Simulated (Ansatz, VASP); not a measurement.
# Two plane-wave programs on PbS

Contents of INCAR:

```
PREC = Accurate
ENCUT = 520
EDIFF = 1E-6
ISMEAR = -1
SIGMA = 0.1
LREAL = F
LASPH = T
NELM = 60
ALGO = Normal
ISIF = 2
LWAVE = F
LCHARG = F
GGA = PE
NBANDS = 17
```

The input KPOINTS:

```
regular mesh
0
Gamma
  12 12 12
```

POSCAR

```
PbS
1.0
    0.0000000000      3.0042003954      3.0042003954
    3.0042003954      0.0000000000      3.0042003954
    3.0042003954      3.0042003954      0.0000000000
Pb S
1 1
Direct
    0.0000000000      0.0000000000      0.0000000000
    0.5000000000      0.5000000000      0.5000000000
```

Input for Ansatz:

```yaml
crystal:
  lattice:
    - [0.0, 3.0042003954, 3.0042003954]
    - [3.0042003954, 0.0, 3.0042003954]
    - [3.0042003954, 3.0042003954, 0.0]
  atoms:
    - { symbol: Pb, position: [0.0, 0.0, 0.0] }
    - { symbol: S, position: [0.5, 0.5, 0.5] }
kpoints:
  mp_grid: { grid: [12, 12, 12] }
scf:
  occupations: { method: fermi_dirac, width: 0.1 }
hamiltonian:
  xc: pbe
  pseudopotentials: { kind: paw }
output:
  forces: true
  stress: true
  eigenvalues: true
  write_density: true
  write_potential: true
  elf: true
  volumetric_format: npy
```

Change from the starting cell: volume scaled by 1, to set the pressure.

Alike in both runs: task single point; functional PBE; k mesh 12 × 12 × 12; occupations fermi-dirac, width 0.1 eV; no spin polarisation.

```csv
,VASP,Ansatz
version,VASP 6.6.1,Ansatz 0.2.0
potentials or method,"VASP PAW PBE potentials, release 64 (Pb_d, S)","PAW with Ansatz's default frozen-core files, scalar-relativistic"
plane-wave cutoff (eV),520,420
valence electrons in the cell,20,20
```

|  | VASP | Ansatz | Ansatz less VASP |
| --- | --- | --- | --- |
| pressure (GPa) | -0.1 | 0.0 | +0.07 |

With one functional, cell and mesh, what is left measures potentials, basis and numerics.

Spin-orbit coupling is off throughout.
